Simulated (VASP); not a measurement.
Wanted: the native input for a VASP 6.6.1 run.

| Property | Result |
| --- | --- |
| Task | single point |
| Functional | LDA |
| Potentials or basis | VASP PAW LDA potentials, release 64 (Si) |
| Cutoff | 520 eV |
| k mesh | 2 × 2 × 2 |
| Occupations | fermi-dirac, width 0.02 eV |
| Spin | no spin polarisation |
| Dipole correction | no |
| Further INCAR settings | LREAL = Auto; ALGO = Normal; EDIFF = 1e-06; NBANDS = 48 |

The structure of Si (a cell with a defect) lies in POSCAR:

```
Si
1.0
    0.0000000000      5.4300000000      5.4300000000
    5.4300000000      0.0000000000      5.4300000000
    5.4300000000      5.4300000000      0.0000000000
Si
17
Direct
   -0.0046937385     -0.0038826888     -0.0008674033
    0.1363855433      0.1372249540      0.0897247698
    0.0124290055      0.0132954880      0.4615630755
    0.1171181400      0.1178890424      0.6204568140
   -0.0047189687      0.5099981584     -0.0008357274
    0.1194058932      0.6242425414      0.1326701657
   -0.0115251381      0.5038021179      0.5044816759
    0.1170665746      0.6451201657      0.6204872007
    0.5091649171     -0.0038735727     -0.0008820442
    0.6234217311      0.1202209945      0.1326480663
    0.5029888582     -0.0107159300      0.5044651013
    0.6442547882      0.1179039595      0.6204479742
    0.4930476980      0.4938657459      0.0197729282
    0.6234057090      0.6242545120      0.1326659300
    0.5029717311      0.5038048803      0.5044757827
    0.6176243094      0.6184401473      0.6460372007
    0.2667105893      0.2676085635      0.6986798343
```

These files were run (other wordings do the same):

INCAR

```
PREC = Accurate
ENCUT = 520
EDIFF = 1E-6
ISMEAR = -1
SIGMA = 0.02
LREAL = Auto
LASPH = True
NELM = 100
ALGO = Normal
ISIF = 2
LWAVE = False
LCHARG = False
GGA = CA
NBANDS = 48
```

KPOINTS

```
regular mesh
0
Gamma
  2 2 2
```

Potentials or basis: VASP PAW LDA potentials, release 64 (Si).

The run is started by

```bash
$ cat potpaw_LDA.64/Si/POTCAR > POTCAR
$ mpirun -np 1 vasp_std > vasp.out
```

Results of the run:

- Pressure: 1.5 GPa
- Largest force: 0.294 eV/Å
- Band gap on the k mesh: zero (band 34 reaches 6.78 eV, above the bottom of band 35 at 6.65 eV)

Caveat: the k points lie up to 0.50 Å⁻¹ apart.

It took 100 s on 1 thread of Intel(R) Xeon(R) 6975P-C (Granite Rapids), with other jobs on the host, peak memory 0.37 GiB.
